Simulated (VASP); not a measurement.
# AgCl: single point with PBE

The system is AgCl.

```
Ag Cl
1.0
     0.00000    2.82005    2.82005
     2.80602    0.01403    2.80602
     2.80602    2.80602    0.01403
Ag Cl
1 1
Direct
  0.50000 0.50000 0.50000
  0.00000 0.00000 0.00000
```

This cell differs from its parent crystal: strain +0.0100 x Voigt [0, 0, 0, 1, 0, 0].

```json
{"Program": "VASP 6.6.1", "Task": "single point", "Functional": "PBE", "Potentials or basis": "VASP PAW PBE potentials, release 64 (Ag, Cl)", "Cutoff": "520 eV", "k mesh": "8 × 8 × 8", "Occupations": "gaussian, width 0.05 eV", "Spin": "no spin polarisation", "Dipole correction": "no", "Further INCAR settings": "ALGO = Normal; EDIFF = 1e-06; NBANDS = 16"}
```

- Pressure: -0.1 GPa
- Band gap on the k mesh: 0.91 eV (least direct gap 3.07 eV)

Stress tensor (GPa, compression positive):
```
-0.14  0.00  0.00
 0.00 -0.14 -0.06
 0.00 -0.06 -0.14
```

Levels at points of the mesh, in eV from the valence-band top:
```csv
k point,band 7,band 8,band 9,band 10,band 11,band 12
"(0.00, 0.00, 0.00)",-2.21,-2.19,-2.16,0.91,10.80,10.86
"(0.50, 0.00, 0.00)",-1.69,-0.02,-0.01,4.35,6.32,7.73
"(0.00, 0.50, 0.00)",-1.67,-0.01,0.00,4.31,6.36,7.67
"(0.50, 0.50, 0.00)",-1.87,-1.87,-1.80,2.43,8.07,8.51
"(0.00, 0.50, 0.50)",-1.87,-1.87,-1.80,2.43,8.07,8.51
```

Run time: 64 s on 1 thread of Intel Xeon 8259CL, with other jobs on the host, peak memory 0.22 GiB.

Caveat: the cell differs from its parent crystal (strain +0.0100 x Voigt [0, 0, 0, 1, 0, 0]). A k mesh can miss the band edges.
